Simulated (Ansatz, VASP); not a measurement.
# ZrWS3 in VASP and in Ansatz

INCAR

```
PREC = Accurate ; ENCUT = 600
EDIFF = 1E-6 ; ISMEAR = 0
SIGMA = 0.1 ; LREAL = F
LASPH = T ; NELM = 150
ALGO = Normal ; ISIF = 3
LWAVE = F ; LCHARG = F
ISPIN = 2 ; MAGMOM = 0.05 4.03 -0.11 -0.11 -0.11
LORBIT = 11 ; LMAXMIX = 4
GGA = PE ; IBRION = 2
NSW = 90 ; EDIFFG = -0.04
```

KPOINTS

```
Automatic mesh
0
Gamma
  4 4 4
```

The input POSCAR:

```
ZrWS3
1.0
    4.7969806200      0.0000000000      0.0000000000
    0.0000000000      4.7969806200      0.0000000000
    0.0000000000      0.0000000000      4.7969806200
Zr W S
1 1 3
Direct
    0.5000000000      0.5000000000      0.5000000000
    0.0000000000      0.0000000000      0.0000000000
    0.5000000000      0.5000000000      0.0000000000
    0.0000000000      0.5000000000      0.5000000000
    0.5000000000      0.0000000000      0.5000000000
```

Input for Ansatz:

```yaml
crystal:
  lattice:
    - [4.79698062, 0.0, 0.0]
    - [0.0, 4.79698062, 0.0]
    - [0.0, 0.0, 4.79698062]
  atoms:
    - { symbol: Zr, position: [0.5, 0.5, 0.5] }
    - { symbol: W, position: [0.0, 0.0, 0.0] }
    - { symbol: S, position: [0.5, 0.5, 0.0] }
    - { symbol: S, position: [0.0, 0.5, 0.5] }
    - { symbol: S, position: [0.5, 0.0, 0.5] }
basis:
  ecutwfc: 420
kpoints:
  mp_grid: { grid: [4, 4, 4] }
hamiltonian:
  xc: pbe
scf:
  occupations: { method: gaussian, width: 0.1 }
  lower_state_search: "off"
output:
  forces: true
  stress: true
  eigenvalues: true
  populations: true
magnetization:
  spin_polarized: true
relax:
  adjacent_minimum: "off"
  f_tol: 0.04
  max_steps: 70
  cell: { stress_tol: 0.4 }
```

Change from the starting cell: species swapped into the Ca3GeO type (Pm-3m, No. 221).

Alike in both runs: task relaxation of cell and atoms; functional PBE; k mesh 4 × 4 × 4; occupations gaussian, width 0.1 eV; collinear spin.

|  | VASP | Ansatz |
| --- | --- | --- |
| version | VASP 6.6.1 | Ansatz 0.2.0 |
| potentials or method | VASP PAW PBE potentials, release 64 (Zr_sv, W_sv, S), cutoff 600 eV | scalar-relativistic, plane waves, PAW |
| valence electrons in the cell | 44 | 44 |

|  | VASP | Ansatz | Ansatz less VASP |
| --- | --- | --- | --- |
| gap on the k mesh at the Fermi level, each at its own relaxed structure (eV) | none | none | - |
| net moment per atom (μB) | 0.80 | 0.80 | +0.001 |
| size of the moment on the site where the two differ most (μB) | 3.21 | 3.66 | +0.457 |
| relaxed volume (Å³/atom) | 23.80 | 23.92 | +0.125 |
| relaxed cell length with the largest relative difference (Å) | 4.919 | 4.927 | +0.0086 |

Site moments also hang on the region over which each program counts them. A gap of «none» marks a metal or a gap that the smearing closes. Ansatz's warnings: no starting moments.

Neither program's run includes spin-orbit coupling.
